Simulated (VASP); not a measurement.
# Nb (Fm-3m) in VASP: a series of runs

Nb is run at these levels: r2SCAN; tasks: relaxation of cell and atoms.

Program: VASP 6.6.1. These are calculated values, not measurements. Logs are shortened: lines on timing, memory, paths and dates and some standing lists are left out, and cuts for length are marked.

### Step 1. The cell of the first run

Symmetry: Fm-3m, No. 225, cubic system. The conventional cell has a = 4.190 Å, b = 4.190 Å, c = 4.190 Å, α = 90.00°, β = 90.00°, γ = 90.00°. Within 3.9 Å of Nb (site symmetry m-3m) lie 12 Nb at 2.96 Å.

This isn't the form of Nb at room conditions, which is bcc.

### Step 2. Relaxation of cell and atoms, r2SCAN

The input, POSCAR:

```
Nb
1.0
    0.0000000000      2.0950000000      2.0950000000
    2.0950000000      0.0000000000      2.0950000000
    2.0950000000      2.0950000000      0.0000000000
Nb
1
Direct
    0.0000000000      0.0000000000      0.0000000000
```

The input, INCAR.step1:

```
SYSTEM = Nb
ALGO = Normal
EDIFF = 1E-5
EDIFFG = -0.005
ENCUT = 550
GGA = PE
GGA_COMPAT = .False.
IBRION = 2
ISIF = 3
ISMEAR = 1
LASPH = .True.
LCHARG = .False.
LREAL = .False.
LWAVE = .True.
NELM = 120
NELMIN = 4
NSW = 100
PREC = Accurate
SIGMA = 0.05
```

The input, INCAR.step2:

```
SYSTEM = Nb
ALGO = Normal
EDIFF = 1E-7
EDIFFG = -0.03
ENCUT = 550
GGA_COMPAT = .False.
IBRION = 2
ISIF = 3
ISMEAR = 1
ISTART = 1
LASPH = .True.
LCHARG = .False.
LMIXTAU = .True.
LREAL = .False.
LWAVE = .False.
METAGGA = R2SCAN
NELM = 120
NELMIN = 4
NSW = 80
PREC = Accurate
SIGMA = 0.05
```

The input, KPOINTS:

```
k-points
0
Gamma
  7 7 7
  0 0 0
```

Potentials or basis: VASP PAW PBE potentials, release 64 (Nb_sv).

On the command line:

```console
$ cat potpaw_PBE.64/Nb_sv/POTCAR > POTCAR
$ cp INCAR.step1 INCAR
$ mpirun -np 1 vasp_std > vasp.out
$ cp INCAR.step2 INCAR
$ mpirun -np 1 vasp_std > vasp.out
```

OUTCAR:

```text
SYSTEM = Nb
   EDIFF = 1E-7
   EDIFFG = -0.03
   ENCUT = 550
   IBRION = 2
   ISIF = 3
   ISMEAR = 1
   ISTART = 1
   LASPH = .True.
   LREAL = .False.
   METAGGA = R2SCAN
   NELM = 120
   NELMIN = 4
   NSW = 80
   PREC = Accurate

 ion  position               nearest neighbor table
   1  0.000  0.000  0.000-

  LATTYP: Found a face centered cubic cell.
 ALAT       =     4.1900000000

  Lattice vectors:

 A1 = (   0.0000000000,   2.0950000000,   2.0950000000)
 A2 = (   2.0950000000,   0.0000000000,   2.0950000000)
 A3 = (   2.0950000000,   2.0950000000,   0.0000000000)

Analysis of symmetry for initial positions (statically):
=====================================================================
 Subroutine PRICEL returns:
 Original cell was already a primitive cell.

 Routine SETGRP: Setting up the symmetry group for a
 face centered cubic supercell.

 Subroutine GETGRP returns: Found 48 space group operations
 (whereof 48 operations were pure point group operations)
 out of a pool of 48 trial point group operations.

The static configuration has the point symmetry O_h .

Analysis of symmetry for dynamics (positions and initial velocities):
=====================================================================
 Subroutine PRICEL returns:
 Original cell was already a primitive cell.

 Routine SETGRP: Setting up the symmetry group for a
 face centered cubic supercell.

 Subroutine GETGRP returns: Found 48 space group operations
 (whereof 48 operations were pure point group operations)
 out of a pool of 48 trial point group operations.

The dynamic configuration has the point symmetry O_h .

 Subroutine INISYM returns: Found 48 space group operations
 (whereof 48 operations are pure point group operations),
 and found     1 'primitive' translations

----------------------------------------------------------------------------------------

                                     Primitive cell

  volume of cell :      18.3900

  direct lattice vectors                    reciprocal lattice vectors
     0.000000000  2.095000000  2.095000000    -0.238663484  0.238663484  0.238663484
     2.095000000  0.000000000  2.095000000     0.238663484 -0.238663484  0.238663484
     2.095000000  2.095000000  0.000000000     0.238663484  0.238663484 -0.238663484

  length of vectors
     2.962777413  2.962777413  2.962777413     0.413377281  0.413377281  0.413377281

  position of ions in fractional coordinates (direct lattice)
     0.000000000  0.000000000  0.000000000

  ion indices of the primitive-cell ions
   primitive index   ion index
                 1           1

----------------------------------------------------------------------------------------

 KPOINTS: k-points

Automatic generation of k-mesh.
 Grid dimensions read from file:
 generate k-points for:    7    7    7

 Generating k-lattice:

  Cartesian coordinates                     Fractional coordinates (reciprocal lattice)
    -0.034094783  0.034094783  0.034094783     0.142857143  0.000000000  0.000000000
     0.034094783 -0.034094783  0.034094783     0.000000000  0.142857143  0.000000000
     0.034094783  0.034094783 -0.034094783     0.000000000  0.000000000  0.142857143

  Length of vectors
     0.059053897  0.059053897  0.059053897

  Shift w.r.t. Gamma in fractional coordinates (k-lattice)
     0.000000000  0.000000000  0.000000000

 Subroutine IBZKPT returns following result:
 ===========================================

 Found     20 irreducible k-points:

 Following reciprocal coordinates:
            Coordinates               Weight
  0.000000  0.000000  0.000000      1.000000
  0.142857  0.000000  0.000000      8.000000
  0.285714  0.000000  0.000000      8.000000
  0.428571  0.000000  0.000000      8.000000
  0.142857  0.142857  0.000000      6.000000
  0.285714  0.142857  0.000000     24.000000
[... 12 lines left out ...]
 -0.428571  0.428571  0.142857     24.000000
 -0.285714  0.428571  0.142857     24.000000
   k-points           NKPTS =     20   k-points in BZ     NKDIM =     20   number of bands    NBANDS=     10
[... 34 lines left out ...]
 -----------------------------------------------------------------------------------
    total drift:                                0.000000      0.000000      0.000000

  FREE ENERGIE OF THE ION-ELECTRON SYSTEM (eV)
  ---------------------------------------------------
  free  energy   TOTEN  =       -24.5349756484 eV

  energy  without entropy=      -24.5337367876  energy(sigma->0) =      -24.53456269
[... 15 lines left out ...]
 VOLUME and BASIS-vectors are now :
 -----------------------------------------------------------------------------
  energy-cutoff  :      550.00
  volume of cell :       19.01
      direct lattice vectors                 reciprocal lattice vectors
     0.000000000  2.118349238  2.118349238    -0.236032846  0.236032846  0.236032846
     2.118349238 -0.000000000  2.118349238     0.236032846 -0.236032846  0.236032846
     2.118349238  2.118349238  0.000000000     0.236032846  0.236032846 -0.236032846

 POSITION                                       TOTAL-FORCE (eV/Angst)
 -----------------------------------------------------------------------------------
      2.11835      2.11835      0.00000         0.000000     -0.000000     -0.000000
 -----------------------------------------------------------------------------------
    total drift:                                0.000000      0.000000     -0.000000

  FREE ENERGIE OF THE ION-ELECTRON SYSTEM (eV)
  ---------------------------------------------------
  free  energy   TOTEN  =       -24.5322498686 eV

  energy  without entropy=      -24.5327308009  energy(sigma->0) =      -24.53241018

--------------------------------------- Ionic step        3  -------------------------------------------

 number of electron      13.0000001 magnetization

 Free energy of the ion-electron system (eV)
  ---------------------------------------------------
  ext. energy  EPLUGINS =         0.00000000
  ---------------------------------------------------
  free energy    TOTEN  =       -24.53642966 eV

  energy without entropy =      -24.53589348  energy(sigma->0) =      -24.53625094

 E-fermi :  11.1140     XC(G=0): -13.4240

 val. band max:       11.0848937445   @ k =  -0.4286   0.2857   0.0000
 cond. band min:      11.1359711507   @ k =   0.4286   0.0000   0.0000
 fundamental gap:      0.0510774063
 Fermi energy:        11.1140318949

 k-point     1 :       0.0000    0.0000    0.0000
  band No.  band energies     occupation
      1     -45.5434      2.00000
      2     -20.1620      2.00000
      3     -20.1620      2.00000
      4     -20.1620      2.00000
      5       4.4513      2.00000
      6      11.2070     -0.02448
      7      11.2070     -0.02448
      8      11.2070     -0.02448
      9      14.0636      0.00000
     10      14.0636      0.00000

 k-point     2 :       0.1429    0.0000    0.0000
  band No.  band energies     occupation
      1     -45.5029      2.00000
      2     -20.4207      2.00000
      3     -20.1938      2.00000
      4     -20.1938      2.00000
      5       5.2118      2.00000
      6      10.6650      2.00000
      7      11.5120     -0.00000
      8      11.5120     -0.00000
      9      13.8316      0.00000
     10      13.8316      0.00000

 k-point     3 :       0.2857    0.0000    0.0000
  band No.  band energies     occupation
      1     -45.4107      2.00000
      2     -20.9768      2.00000
      3     -20.2643      2.00000
      4     -20.2643      2.00000
      5       6.6654      2.00000
      6      10.3969      2.00000
      7      11.5440     -0.00000
      8      11.5440     -0.00000
      9      14.3714      0.00000
     10      14.3714      0.00000
[... 232 lines left out ...]
 VOLUME and BASIS-vectors are now :
 -----------------------------------------------------------------------------
  energy-cutoff  :      550.00
  volume of cell :       18.62
      direct lattice vectors                 reciprocal lattice vectors
     0.000000000  2.103771098  2.103771098    -0.237668442  0.237668442  0.237668442
     2.103771098 -0.000000000  2.103771098     0.237668442 -0.237668442  0.237668442
     2.103771098  2.103771098  0.000000000     0.237668442  0.237668442 -0.237668442

 POSITION                                       TOTAL-FORCE (eV/Angst)
 -----------------------------------------------------------------------------------
      0.00000      0.00000      0.00000         0.000000      0.000000      0.000000
 -----------------------------------------------------------------------------------
    total drift:                                0.000000      0.000000      0.000000

  FREE ENERGIE OF THE ION-ELECTRON SYSTEM (eV)
  ---------------------------------------------------
  free  energy   TOTEN  =       -24.5364296647 eV

  energy  without entropy=      -24.5358934809  energy(sigma->0) =      -24.53625094

 reached required accuracy - stopping structural energy minimisation
```

Wall time 32 s (1 thread of Intel Xeon 6975P-C (Granite Rapids), shared host); peak memory 0.15 GiB.

Results:

* Free energy: -24.5364 eV
* Relaxed volume: 18.62 Å³/atom
* Relaxed cell: a = 2.975 Å, b = 2.975 Å, c = 2.975 Å, α = 60.00°, β = 60.00°, γ = 60.00°
* Space group after relaxing (to 0.1 Å): Fm-3m (No. 225)
* Energy gained by relaxing: 1.5 meV/atom
* Ionic steps: 3
* Pressure after relaxing: 0.0 GPa
* Band gap on the k mesh: zero (an odd number of electrons rules out a gap without spin polarisation)

The path:
| step | energy change (eV) | largest force (eV/Å) | pressure (GPa) | volume (Å³) |
| --- | --- | --- | --- | --- |
| 1 | 0.0000 | 0.0000 | 2.01 | 18.39 |
| 2 | 0.0027 | 0.0000 | -3.42 | 19.01 |
| 3 | -0.0015 | 0.0000 | 0.00 | 18.62 |

Final structure:
```xyz
1
Lattice="0.0000 2.1038 2.1038 2.1038 0.0000 2.1038 2.1038 2.1038 0.0000" Properties=species:S:1:pos:R:3 pbc="T T T"
Nb    0.0000    0.0000    0.0000
```

Caveat: the k points lie up to 0.37 Å⁻¹ apart in the final cell, too coarse for converged energies and pressures of a metal; the PAW data sets were made with another functional, which shifts forces and pressure a little.

### Step 3. Relaxation of cell and atoms, r2SCAN, target pressure 20 GPa, at which the enthalpy is minimised

POSCAR is that of step 2.

The input, INCAR.step1:

```
SYSTEM = Nb
  PREC = Accurate
  ENCUT = 550
  ISMEAR = 1
  SIGMA = 0.05
  LREAL = .FALSE.
  LASPH = .TRUE.
  NELM = 120
  GGA = PE
  ALGO = Normal
  EDIFF = 1E-5
  LWAVE = .TRUE.
  LCHARG = .FALSE.
  GGA_COMPAT = .FALSE.
  IBRION = 2
  ISIF = 3
  EDIFFG = -0.005
  NELMIN = 4
  NSW = 100
```

The input, INCAR.step2:

```
SYSTEM = Nb
  PREC = Accurate
  ENCUT = 550
  EDIFF = 1E-7
  ISMEAR = 1
  SIGMA = 0.05
  LREAL = .FALSE.
  LASPH = .TRUE.
  NELM = 120
  ALGO = Normal
  ISIF = 3
  LWAVE = .FALSE.
  LCHARG = .FALSE.
  METAGGA = R2SCAN
  LMIXTAU = .TRUE.
  IBRION = 2
  NSW = 80
  EDIFFG = -0.03
  PSTRESS = 200.0
  ISTART = 1
  GGA_COMPAT = .FALSE.
  NELMIN = 4
```

The input, KPOINTS:

```
regular mesh
0
G
  7 7 7
  0 0 0
```

Potentials or basis: VASP PAW PBE potentials, release 64 (Nb_sv).

On the command line:

```console
$ cat potpaw_PBE.64/Nb_sv/POTCAR > POTCAR
$ cp INCAR.step1 INCAR
$ mpirun -np 1 vasp_std > vasp.out
$ cp INCAR.step2 INCAR
$ mpirun -np 1 vasp_std > vasp.out
```

Run time: 54 s. Hardware: 1 thread of Intel Xeon 6975P-C (Granite Rapids), shared host; peak memory 0.15 GiB.

It converged, with:

```
Free energy                                                : -24.4369 eV
Relaxed volume                                             : 16.84 Å³/atom
Relaxed cell                                               : a = 2.877 Å, b = 2.877 Å, c = 2.877 Å, α = 60.00°, β = 60.00°, γ = 60.00°
Space group after relaxing (to 0.1 Å)                      : Fm-3m (No. 225)
Energy change on relaxing (the run minimises the enthalpy) : +98.1 meV/atom
Ionic steps                                                : 5
Pressure after relaxing                                    : 20.1 GPa
Band gap on the k mesh                                     : zero (an odd number of electrons rules out a gap without spin polarisation)
```

The path:
```csv
step,energy change (eV),largest force (eV/Å),pressure (GPa),volume (Å³)
1,0.0000,0.0000,2.01,18.39
2,1.2671,0.0000,99.77,13.42
3,0.0761,0.0000,17.31,17.03
4,0.0944,0.0000,19.67,16.87
5,0.0981,0.0000,20.12,16.84
```

Final structure:
```
Nb
1.0
     0.00000    2.03428    2.03428
     2.03428    0.00000    2.03428
     2.03428    2.03428    0.00000
Nb
1
Direct
  0.00000 0.00000 0.00000
```

Levels at points of the mesh, in eV from the Fermi level:
| k point | band 2 | band 3 | band 4 | band 5 | band 6 | band 7 | band 8 | band 9 | band 10 |
| --- | --- | --- | --- | --- | --- | --- | --- | --- | --- |
| (0.00, 0.00, 0.00) | -31.01 | -31.01 | -31.01 | -6.93 | -0.06 | -0.06 | -0.06 | 3.19 | 3.19 |

Caveat: the k points lie up to 0.38 Å⁻¹ apart in the final cell, too coarse for converged energies and pressures of a metal; the cell is relaxed towards a set pressure, so the run minimises the enthalpy, not the energy; the PAW data sets were made with another functional, which shifts forces and pressure a little.

### Step 4. Relaxation of cell and atoms, r2SCAN, target pressure 40 GPa, at which the enthalpy is minimised

POSCAR is that of step 3.

The input, INCAR.step1:

```
SYSTEM = Nb
ALGO = Normal
EDIFF = 1E-5
EDIFFG = -0.005
ENCUT = 550
GGA = PE
GGA_COMPAT = .False.
IBRION = 2
ISIF = 3
ISMEAR = 1
LASPH = .True.
LCHARG = .False.
LREAL = .False.
LWAVE = .True.
NELM = 120
NELMIN = 4
NSW = 100
PREC = Accurate
SIGMA = 0.05
```

The input, INCAR.step2:

```
SYSTEM = Nb
ALGO = Normal
EDIFF = 1E-7
EDIFFG = -0.03
ENCUT = 550
GGA_COMPAT = .False.
IBRION = 2
ISIF = 3
ISMEAR = 1
ISTART = 1
LASPH = .True.
LCHARG = .False.
LMIXTAU = .True.
LREAL = .False.
LWAVE = .False.
METAGGA = R2SCAN
NELM = 120
NELMIN = 4
NSW = 80
PREC = Accurate
PSTRESS = 400.0
SIGMA = 0.05
```

The input, KPOINTS:

```
k-points
0
Gamma
  7 7 7
  0 0 0
```

On the command line:

```console
$ cat potpaw_PBE.64/Nb_sv/POTCAR > POTCAR
$ cp INCAR.step1 INCAR
$ mpirun -np 1 vasp_std > vasp.out
$ cp INCAR.step2 INCAR
$ mpirun -np 1 vasp_std > vasp.out
```

Wall time 59 s (1 thread of Intel Xeon 6975P-C (Granite Rapids), shared host); peak memory 0.15 GiB.

The run converged. Its results:

```
Free energy                                                : -24.2222 eV
Relaxed volume                                             : 15.68 Å³/atom
Relaxed cell                                               : a = 2.810 Å, b = 2.810 Å, c = 2.810 Å, α = 60.00°, β = 60.00°, γ = 60.00°
Space group after relaxing (to 0.1 Å)                      : Fm-3m (No. 225)
Energy change on relaxing (the run minimises the enthalpy) : +312.8 meV/atom
Ionic steps                                                : 5
Pressure after relaxing                                    : 39.9 GPa
Band gap on the k mesh                                     : zero (an odd number of electrons rules out a gap without spin polarisation)
```

The path:
```
step  energy change (eV)  largest force (eV/Å)  pressure (GPa)  volume (Å³)
   1              0.0000                0.0000            2.01        18.39
   2              7.2650                0.0000          410.68         9.05
   3              0.1844                0.0000           29.55        16.28
   4              0.2705                0.0000           36.73        15.86
   5              0.3128                0.0000           39.91        15.68
```

Final structure:
```yaml
crystal:
  lattice:
    - [0.00000, 1.98679, 1.98679]
    - [1.98679, 0.00000, 1.98679]
    - [1.98679, 1.98679, 0.00000]
  atoms:
    - { symbol: Nb, position: [0.00000, 0.00000, 0.00000] }
```

Levels at points of the mesh, in eV from the Fermi level:
| k point | band 3 | band 4 | band 5 | band 6 | band 7 | band 8 | band 9 | band 10 |
| --- | --- | --- | --- | --- | --- | --- | --- | --- |
| (0.00, 0.00, 0.00) | -30.86 | -30.86 | -7.08 | -0.22 | -0.22 | -0.22 | 3.33 | 3.33 |

Caveat: the k points lie up to 0.39 Å⁻¹ apart in the final cell, too coarse for converged energies and pressures of a metal; the cell is relaxed towards a set pressure, so the run minimises the enthalpy, not the energy; the PAW data sets were made with another functional, which shifts forces and pressure a little.

### Step 5. Relaxation of cell and atoms, r2SCAN, target pressure 60 GPa, at which the enthalpy is minimised

POSCAR is that of step 4.

The input, INCAR.step1:

```
  PREC = Accurate
  ENCUT = 550
  ISMEAR = 1
  SIGMA = 0.05
  LREAL = F
  LASPH = T
  NELM = 120
  GGA = PE
  ALGO = Normal
  EDIFF = 1E-5
  LWAVE = T
  LCHARG = F
  GGA_COMPAT = F
  IBRION = 2
  ISIF = 3
  EDIFFG = -0.005
  NELMIN = 4
  NSW = 100
```

The input, INCAR.step2:

```
  PREC = Accurate
  ENCUT = 550
  EDIFF = 1E-7
  ISMEAR = 1
  SIGMA = 0.05
  LREAL = F
  LASPH = T
  NELM = 120
  ALGO = Normal
  ISIF = 3
  LWAVE = F
  LCHARG = F
  METAGGA = R2SCAN
  LMIXTAU = T
  IBRION = 2
  NSW = 80
  EDIFFG = -0.03
  PSTRESS = 600.0
  ISTART = 1
  GGA_COMPAT = F
  NELMIN = 4
```

The input, KPOINTS:

```
Automatic mesh
0
Gamma
  7 7 7
```

On the command line:

```console
$ cat potpaw_PBE.64/Nb_sv/POTCAR > POTCAR
$ cp INCAR.step1 INCAR
$ mpirun -np 1 vasp_std > vasp.out
$ cp INCAR.step2 INCAR
$ mpirun -np 1 vasp_std > vasp.out
```

It took 51 s on 1 thread of Intel Xeon 6975P-C (Granite Rapids), shared host; peak memory 0.16 GiB.

It converged, with:

```
Free energy                                                : -23.9608 eV
Relaxed volume                                             : 14.84 Å³/atom
Relaxed cell                                               : a = 2.758 Å, b = 2.758 Å, c = 2.758 Å, α = 60.00°, β = 60.00°, γ = 60.00°
Space group after relaxing (to 0.1 Å)                      : Fm-3m (No. 225)
Energy change on relaxing (the run minimises the enthalpy) : +574.2 meV/atom
Ionic steps                                                : 5
Pressure after relaxing                                    : 60.2 GPa
Band gap on the k mesh                                     : zero (an odd number of electrons rules out a gap without spin polarisation)
```

The path:
| step | energy change (eV) | largest force (eV/Å) | pressure (GPa) | volume (Å³) |
| --- | --- | --- | --- | --- |
| 1 | 0.0000 | 0.0000 | 2.01 | 18.39 |
| 2 | 25.6381 | 0.0000 | 1799.88 | 5.75 |
| 3 | 0.3660 | 0.0000 | 44.41 | 15.48 |
| 4 | 0.4573 | 0.0000 | 51.56 | 15.18 |
| 5 | 0.5742 | 0.0000 | 60.17 | 14.84 |

Final structure:
```
Nb
1.0
     0.00000    1.95052    1.95052
     1.95052    0.00000    1.95052
     1.95052    1.95052    0.00000
Nb
1
Direct
  0.00000 0.00000 0.00000
```

Levels at points of the mesh, in eV from the Fermi level:
```csv
k point,band 2,band 3,band 4,band 5,band 6,band 7,band 8,band 9,band 10
"(0.00, 0.00, 0.00)",-30.60,-30.60,-30.60,-7.02,-0.22,-0.22,-0.22,3.58,3.58
```

Caveat: the k points lie up to 0.40 Å⁻¹ apart in the final cell, too coarse for converged energies and pressures of a metal; the cell is relaxed towards a set pressure, so the run minimises the enthalpy, not the energy; the volume moved by over 15 % at a fixed basis, so the end points are rough; the PAW data sets were made with another functional, which shifts forces and pressure a little.

### Step 6. Summary

```tsv
cell	gap on the mesh (eV)	pressure (GPa)
relaxed	none	0.0
relaxed to 20 GPa	none	20.1
relaxed to 40 GPa	none	39.9
relaxed to 60 GPa	none	60.2
```

Alike in all rows: task relaxation of cell and atoms; level r2SCAN; potentials or basis VASP PAW PBE potentials, release 64 (Nb_sv); no spin polarisation; k mesh 7 × 7 × 7; cutoff (eV) 550; smearing methfessel-paxton 0.05 eV.

Caveats: all runs use coarse meshes; the PAW data sets were made with another functional, which shifts forces and pressure a little; the cell is relaxed towards a set pressure, so the run minimises the enthalpy, not the energy (at least some runs); the volume moved by over 15 % at a fixed basis, so the end points are rough (at least some runs).

Absolute energies hang on the potentials; compare differences alone.
